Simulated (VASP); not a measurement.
Wanted: the native input for a VASP 6.6.1 run.

| Item | Value |
| --- | --- |
| Task | single point |
| Functional | PBE |
| Potentials or basis | VASP PAW PBE potentials, release 64 (Mg, Cd, Te) |
| Cutoff | 520 eV |
| k mesh | 6 × 6 × 10 |
| Occupations | gaussian, width 0.1 eV |
| Spin | no spin polarisation |
| Dipole correction | no |
| Further INCAR settings | ALGO = Fast; EDIFF = 1e-07; NBANDS = 34 |

The structure of MgCd3Te2 lies in POSCAR:

```
MgCd3Te2
1.0
    7.4839554149      0.0000000000      0.0000000000
   -3.7419777074      6.4812955101      0.0000000000
    0.0000000000      0.0000000000      4.2270225457
Mg Cd Te
1 3 2
Direct
    0.0000000000      0.0000000000      0.0000000000
    0.5000000000      0.0000000000      0.5000000000
    0.5000000000      0.5000000000      0.5000000000
    0.0000000000      0.5000000000      0.5000000000
    0.3333333333      0.6666666667      0.0000000000
    0.6666666667      0.3333333333      0.0000000000
```

The cell was built from a structure type or drawn by symmetry, and may not be a known phase.

These files were run (other wordings do the same):

INCAR

```
PREC = Accurate
ENCUT = 520
EDIFF = 1E-7
ISMEAR = 0
SIGMA = 0.1
LREAL = F
LASPH = T
NELM = 100
ALGO = Fast
ISIF = 2
LWAVE = F
LCHARG = T
GGA = PE
LELF = T
LVHAR = T
NBANDS = 34
```

KPOINTS

```
Automatic mesh
0
Gamma
  6 6 10
```

Potentials or basis: VASP PAW PBE potentials, release 64 (Mg, Cd, Te).

Command:

```console
$ cat potpaw_PBE.64/Mg/POTCAR potpaw_PBE.64/Cd/POTCAR potpaw_PBE.64/Te/POTCAR > POTCAR
$ mpirun -np 1 vasp_std > vasp.out
```

Results of the run:

The pressure is 0.1 GPa and the band gap on the k mesh is zero (bands 25 and 26 overlap by 1.79 eV).

Caveat: spin-orbit coupling is left out, which moves the levels of the heavy elements.

Wall time 3.5 min on 1 thread of AMD EPYC 7R13 Processor (Zen 3) (shared host), peak memory 0.45 GiB.
